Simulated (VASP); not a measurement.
# AlNi (P-6m2) in VASP: a series of runs

AlNi is run at these levels: PBE; tasks: single point.

All numbers are computed with VASP 6.6.1; they aren't measurements. Logs are shortened: lines on timing, memory, paths and dates and some standing lists are left out, and cuts for length are marked.

### 1 The cell of the first run

The structure is hexagonal, space group P-6m2 (No. 187). The conventional cell has a = 2.908 Å, b = 2.908 Å, c = 2.838 Å, α = 90.00°, β = 90.00°, γ = 120.00°. Within 3.0 Å of Al (site symmetry -6m2) lie 6 Ni at 2.20 Å and 8 Al at 2.84 to 2.91 Å. Within 3.0 Å of Ni (site symmetry -6m2) lie 6 Al at 2.20 Å and 8 Ni at 2.84 to 2.91 Å.

The cell was built from a structure type or drawn by symmetry, and may not be a known phase.

### 2 Single point, PBE, collinear spin, ferromagnetic start

Input file INCAR:

```
  PREC = Accurate
  ENCUT = 520
  EDIFF = 1E-6
  ISMEAR = 0
  SIGMA = 0.1
  LREAL = F
  LASPH = T
  NELM = 150
  ALGO = Normal
  ISIF = 2
  LWAVE = F
  LCHARG = F
  ISPIN = 2
  MAGMOM = 0 2
  LORBIT = 11
  LMAXMIX = 4
  GGA = PE
  NBANDS = 18
```

Input file KPOINTS:

```
regular mesh
0
Gamma
  6 6 6
```

Input file POSCAR:

```
AlNi
1.0
    2.9077437200      0.0000000000      0.0000000000
   -1.4538718600      2.5181799300      0.0000000000
    0.0000000000      0.0000000000      2.8378138600
Al Ni
1 1
Direct
    0.0000000000      0.0000000000      0.0000000000
    0.6666666700      0.3333333300      0.5000000000
```

Potentials or basis: VASP PAW PBE potentials, release 64 (Al, Ni).

Command:

```bash
> cat potpaw_PBE.64/Al/POTCAR potpaw_PBE.64/Ni/POTCAR > POTCAR
> mpirun -np 1 vasp_std > vasp.out
```

OUTCAR:

```text
PREC = Accurate
   ENCUT = 520
   EDIFF = 1E-6
   ISMEAR = 0
   LREAL = F
   LASPH = T
   NELM = 150
   ISIF = 2
   ISPIN = 2
   LORBIT = 11
   GGA = PE

 ion  position               nearest neighbor table
   1  0.000  0.000  0.000-   2 2.20   2 2.20   2 2.20   2 2.20   2 2.20   2 2.20
   2  0.667  0.333  0.500-   1 2.20   1 2.20   1 2.20   1 2.20   1 2.20   1 2.20

  LATTYP: Found a hexagonal cell.
 ALAT       =     2.9077437200
 C/A-ratio  =     0.9759504734

  Lattice vectors:

 A1 = (   2.9077437200,   0.0000000000,   0.0000000000)
 A2 = (  -1.4538718600,   2.5181799300,   0.0000000000)
 A3 = (   0.0000000000,   0.0000000000,   2.8378138600)

Analysis of symmetry for initial positions (statically):
=====================================================================
 Subroutine PRICEL returns:
 Original cell was already a primitive cell.

 Routine SETGRP: Setting up the symmetry group for a
 hexagonal supercell.

 Subroutine GETGRP returns: Found 12 space group operations
 (whereof 12 operations were pure point group operations)
 out of a pool of 24 trial point group operations.

The static configuration has the point symmetry D_3h.

Analysis of symmetry for dynamics (positions and initial velocities):
=====================================================================
 Subroutine PRICEL returns:
 Original cell was already a primitive cell.

 Routine SETGRP: Setting up the symmetry group for a
 hexagonal supercell.

 Subroutine GETGRP returns: Found 12 space group operations
 (whereof 12 operations were pure point group operations)
 out of a pool of 24 trial point group operations.

The dynamic configuration has the point symmetry D_3h.

Analysis of structural, dynamic, and magnetic symmetry:
=====================================================================
 Subroutine PRICEL returns:
 Original cell was already a primitive cell.

 Routine SETGRP: Setting up the symmetry group for a
 hexagonal supercell.

 Subroutine GETGRP returns: Found 12 space group operations
 (whereof 12 operations were pure point group operations)
 out of a pool of 24 trial point group operations.

The overall configuration has the point symmetry D_3h.

 Subroutine INISYM returns: Found 12 space group operations
 (whereof 12 operations are pure point group operations),
 and found     1 'primitive' translations

----------------------------------------------------------------------------------------

                                     Primitive cell

  volume of cell :      20.7791

  direct lattice vectors                    reciprocal lattice vectors
     2.907743720  0.000000000  0.000000000     0.343909263  0.198556106  0.000000000
    -1.453871860  2.518179930  0.000000000     0.000000000  0.397112211  0.000000000
     0.000000000  0.000000000  2.837813860     0.000000000  0.000000000  0.352383930

  length of vectors
     2.907743720  2.907743721  2.837813860     0.397112211  0.397112211  0.352383930

  position of ions in fractional coordinates (direct lattice)
     0.000000000  0.000000000  0.000000000
     0.666666670  0.333333330  0.500000000

  ion indices of the primitive-cell ions
   primitive index   ion index
                 1           1
                 2           2

----------------------------------------------------------------------------------------

 KPOINTS: regular mesh

Automatic generation of k-mesh.
 Grid dimensions read from file:
 generate k-points for:    6    6    6

 Generating k-lattice:

  Cartesian coordinates                     Fractional coordinates (reciprocal lattice)
     0.057318211  0.033092684  0.000000000     0.166666667 -0.000000000  0.000000000
     0.000000000  0.066185369  0.000000000     0.000000000  0.166666667  0.000000000
     0.000000000  0.000000000  0.058730655     0.000000000  0.000000000  0.166666667

  Length of vectors
     0.066185369  0.066185369  0.058730655

  Shift w.r.t. Gamma in fractional coordinates (k-lattice)
     0.000000000  0.000000000  0.000000000

 Subroutine IBZKPT returns following result:
 ===========================================

 Found     28 irreducible k-points:

 Following reciprocal coordinates:
            Coordinates               Weight
  0.000000  0.000000  0.000000      1.000000
  0.166667  0.000000  0.000000      6.000000
  0.333333 -0.000000  0.000000      6.000000
  0.500000 -0.000000  0.000000      3.000000
  0.166667  0.166667  0.000000      6.000000
  0.333333  0.166667  0.000000     12.000000
[... 16 lines left out ...]
  0.166667  0.000000  0.500000      6.000000
  0.333333 -0.000000  0.500000      6.000000
 [... further k-points ...]
   k-points           NKPTS =     28   k-points in BZ     NKDIM =     28   number of bands    NBANDS=     18
   number of dos      NEDOS =    301   number of ions     NIONS =      2
   total plane-waves  NPLWV =  13824
   dimension x,y,z NGX =    24 NGY =   24 NGZ =   24
   dimension x,y,z NGXF=    48 NGYF=   48 NGZF=   48
   ions per type =               1   1
   NGX,Y,Z   is equivalent  to a cutoff of  13.72, 13.72, 14.06 a.u.
   NGXF,Y,Z  is equivalent  to a cutoff of  27.44, 27.44, 28.12 a.u.
 SYSTEM =  unknown system
   PREC   = accura    normal or accurate (medium, high low for compatibility)
   ISTART =      0    job   : 0-new  1-cont  2-samecut
   ICHARG =      2    charge: 1-file 2-atom 10-const
   ISPIN  =      2    spin polarized calculation?
   LNONCOLLINEAR =      F non collinear calculations
   LSORBIT =      F    spin-orbit coupling
   LASPH  =      T    aspherical Exc in radial PAW
   ENCUT  =  520.0 eV  38.22 Ry    6.18 a.u.   5.41  5.41  5.28*2*pi/ulx,y,z
   NELM   =    150;   NELMIN=  2; NELMDL= -5     # of ELM steps
   EDIFF  = 0.1E-05   stopping-criterion for ELM
   LREAL  =      F    real-space projection
   EDIFFG = 0.1E-04   stopping-criterion for IOM
   NSW    =      0    number of steps for IOM
   IBRION =     -1    ionic relax: 0-MD 1-quasi-New 2-CG
   NFREE  =      0    steps in history (QN), initial steepest desc. (CG)
   ISIF   =      2    stress and relaxation
   ISYM   =      2    0-nonsym 1-usesym 2-fastsym
   POTIM  = 0.5000    time-step for ionic-motion
   TEBEG  =    0.0;   TEEND  =   0.0 temperature during run
   PSTRESS=    0.0 pullay stress
   NELECT =      13.0000    total number of electrons
   NUPDOWN=      -1.0000    fix difference up-down
   EMIN   =  10.00;   EMAX   =-10.00  energy-range for DOS
   EFERMI =   0.00;   METHOD = LEGACY
   ISMEAR =     0;   SIGMA  =   0.10  broadening in eV -4-tet -1-fermi 0-gaus
   EFERMI_NEDOS =   21; number of points for ismear=-14 and -15
   IALGO  =     38    algorithm
   IMIX   =      4    mixing-type and parameters
     AMIX     =   0.40;   BMIX     =  1.00
     AMIX_MAG =   1.60;   BMIX_MAG =  1.00
  volume/ion in A,a.u.               =      10.39        70.11
  Fermi-wavevector in a.u.,A,eV,Ry     =   1.400169  2.645935 26.673845  1.960472
  Thomas-Fermi vector in A             =   2.523156
   LORBIT       =     11    0 simple, 1 ext, 2 COOP (PROOUT), +10 PAW based schemes
   GGA     = PE    functional components
   LHFCALC =     F    Hartree Fock is set to
   AEXX    =    0.0000 exact exchange contribution
   IVDW    =     0    specifies the selected vdW correction
   LEPSILON=     F    determine dielectric tensor
   LRPA    =     F    only Hartree local field effects (RPA)
 spin polarized calculation
 Gauss-broadening in eV      SIGMA  =   0.10
  energy-cutoff  :      520.00
  volume of cell :       20.78
 maximum number of plane-waves:       580
 NGX is ok and might be reduce to    24
   NGX = 11   NGY = 11   NGZ = 11

 number of electron      12.9999994 magnetization      -0.0013956

 number of electron      12.9999994 magnetization       0.0000518

 Free energy of the ion-electron system (eV)
  ---------------------------------------------------
  ext. energy  EPLUGINS =         0.00000000
  ---------------------------------------------------
  free energy    TOTEN  =        -8.77397303 eV

  energy without entropy =       -8.77089042  energy(sigma->0) =       -8.77243173

 E-fermi :  11.8486     XC(G=0): -12.6618

 val. band max:       11.7112318823   @ k =   0.3333   0.1667   0.1667
 cond. band min:      11.9590068870   @ k =   0.3333   0.1667   0.3333
 fundamental gap:      0.2477750046
 Fermi energy:        11.8485961425

 spin component 1

 k-point     1 :       0.0000    0.0000    0.0000
  band No.  band energies     occupation
      1      -0.1381      1.00000
      2       7.5351      1.00000
      3       8.8103      1.00000
      4       8.8103      1.00000
      5       9.6422      1.00000
      6       9.6422      1.00000
[... 10 lines left out ...]
     17      40.6554      0.00000
     18      41.0144      0.00000
[... 463 lines left out ...]
 k-point    24 :       0.3333   -0.0000    0.5000
  band No.  band energies     occupation
      1       5.4822      1.00000
      2       6.5460      1.00000
      3       8.5941      1.00000
      4       8.8253      1.00000
      5       9.0666      1.00000
      6       9.8191      1.00000
[... 10 lines left out ...]
     17      39.2697      0.00000
     18      41.2259      0.00000

 [... further k-points ...]

 spin component 2

 k-point     1 :       0.0000    0.0000    0.0000
  band No.  band energies     occupation
      1      -0.1381      1.00000
      2       7.5349      1.00000
      3       8.8102      1.00000
      4       8.8102      1.00000
      5       9.6420      1.00000
      6       9.6420      1.00000
[... 10 lines left out ...]
     17      40.6546      0.00000
     18      41.0144      0.00000
[... 463 lines left out ...]
 k-point    24 :       0.3333   -0.0000    0.5000
  band No.  band energies     occupation
      1       5.4822      1.00000
      2       6.5460      1.00000
      3       8.5939      1.00000
      4       8.8252      1.00000
      5       9.0665      1.00000
      6       9.8190      1.00000
[... 10 lines left out ...]
     17      39.2697      0.00000
     18      41.2260      0.00000

 [... further k-points ...]
[... 5 lines left out ...]
  --------------------------------------------------------------------------------------
  -------------------------------------------------------------------------------------
  Total        7.4988906      7.4988906      9.6709068      0.0000000      0.0000000      0.0000000
  in kB      578.2036225    578.2036228    745.6774128      0.0000000      0.0000000      0.0000000
  external PRESSURE =     634.0282193 kB  Pullay stress =       0.0000000 kB

 VOLUME and BASIS-vectors are now :
 -----------------------------------------------------------------------------
  energy-cutoff  :      520.00
  volume of cell :       20.78
      direct lattice vectors                 reciprocal lattice vectors
     2.907743720  0.000000000  0.000000000     0.343909263  0.198556106  0.000000000
    -1.453871860  2.518179930  0.000000000     0.000000000  0.397112211  0.000000000
     0.000000000  0.000000000  2.837813860     0.000000000  0.000000000  0.352383930

 POSITION                                       TOTAL-FORCE (eV/Angst)
 -----------------------------------------------------------------------------------
      0.00000      0.00000      0.00000         0.000000      0.000000      0.000000
      1.45387      0.83939      1.41891        -0.000000      0.000000      0.000000
 -----------------------------------------------------------------------------------
    total drift:                               -0.000001      0.000000      0.000000

  FREE ENERGIE OF THE ION-ELECTRON SYSTEM (eV)
  ---------------------------------------------------
  free  energy   TOTEN  =        -8.7739730290 eV

  energy  without entropy=       -8.7708904237  energy(sigma->0) =       -8.77243173

 total charge

# of ion       s       p       d       tot
------------------------------------------
    1        0.466   0.512   0.000   0.978
    2        0.621   0.654   8.650   9.925
--------------------------------------------------
tot          1.088   1.166   8.650  10.903

 magnetization (x)

# of ion       s       p       d       tot
------------------------------------------
    1       -0.000   0.000   0.000   0.000
    2       -0.000  -0.000  -0.000  -0.000
--------------------------------------------------
tot         -0.000   0.000  -0.000  -0.000
```

Wall time 13 s (1 thread of Intel Xeon 6975P-C (Granite Rapids), shared host); peak memory 0.15 GiB.

Results:

```yaml
Free_energy: -8.7740 eV
Pressure: 63.4 GPa
Net_moment: 0.00 μB per cell
Valence_electrons_inside_the_program's_atomic_spheres: Al 0.98; Ni 9.93
```

Stress tensor (GPa, compression positive):
```
57.82  0.00  0.00
 0.00 57.82  0.00
 0.00  0.00 74.57
```

Caveat: the k points lie up to 0.42 Å⁻¹ apart.

### 3 Single point, PBE, collinear spin, ferromagnetic start

This run uses another cell than the first one, of 13.76 Å³/atom.

Input file INCAR:

```
SYSTEM = AlNi
ALGO = Fast
EDIFF = 1E-6
ENCUT = 520
GGA = PE
ISIF = 2
ISMEAR = 0
ISPIN = 2
LASPH = .TRUE.
LCHARG = .FALSE.
LMAXMIX = 4
LORBIT = 11
LREAL = .FALSE.
LWAVE = .FALSE.
MAGMOM = 0 2
NBANDS = 18
NELM = 150
PREC = Accurate
SIGMA = 0.1
```

Input file KPOINTS:

```
k-points
0
G
  6 6 6
  0 0 0
```

Input file POSCAR:

```
AlNi
1.0
    3.1969820732      0.0000000000      0.0000000000
   -1.5984910366      2.7686676908      0.0000000000
    0.0000000000      0.0000000000      3.1085422950
Al Ni
1 1
Direct
    0.0000000000      0.0000000000      0.0000000000
    0.6666666667      0.3333333333      0.5000000000
```

Potentials or basis: VASP PAW PBE potentials, release 64 (Al, Ni).

Command:

```bash
> cat potpaw_PBE.64/Al/POTCAR potpaw_PBE.64/Ni/POTCAR > POTCAR
> mpirun -np 1 vasp_std > vasp.out
```

Run time: 14 s. Hardware: 1 thread of Intel Xeon 6975P-C (Granite Rapids), shared host; peak memory 0.15 GiB.

The run converged. Its results:

```yaml
Free_energy: -9.8200 eV
Pressure: 0.1 GPa
Net_moment: 0.00 μB per cell
Valence_electrons_inside_the_program's_atomic_spheres: Al 0.81; Ni 9.40
```

Levels at points of the mesh, in eV from the Fermi level:
Spin up:
```
           k point  band 4  band 5  band 6  band 7  band 8  band 9  band 10  band 11
(0.00, 0.00, 0.00)   -1.99   -1.45   -1.45    4.23    7.59    7.67     7.67     9.97
(0.50, 0.00, 0.00)   -2.08   -1.59   -1.12   -0.50    3.49    7.33     8.50    10.80
(0.00, 0.00, 0.50)   -1.97   -1.83   -1.83   -0.89   10.31   10.31    12.53    12.53
(0.50, 0.00, 0.50)   -2.12   -1.09   -1.08   -0.83    1.54    2.63     7.84     8.31
```
Spin down:
```tsv
k point	band 5	band 6	band 7	band 8	band 9	band 10
(0.00, 0.00, 0.00)	-1.45	-1.45	4.23	7.59	7.67	7.67
(0.50, 0.00, 0.00)	-1.59	-1.12	-0.50	3.49	7.33	8.50
(0.00, 0.00, 0.50)	-1.83	-1.83	-0.89	10.31	10.31	12.53
(0.50, 0.00, 0.50)	-1.09	-1.08	-0.83	1.54	2.63	7.84
```

Caveat: the k points lie up to 0.38 Å⁻¹ apart.
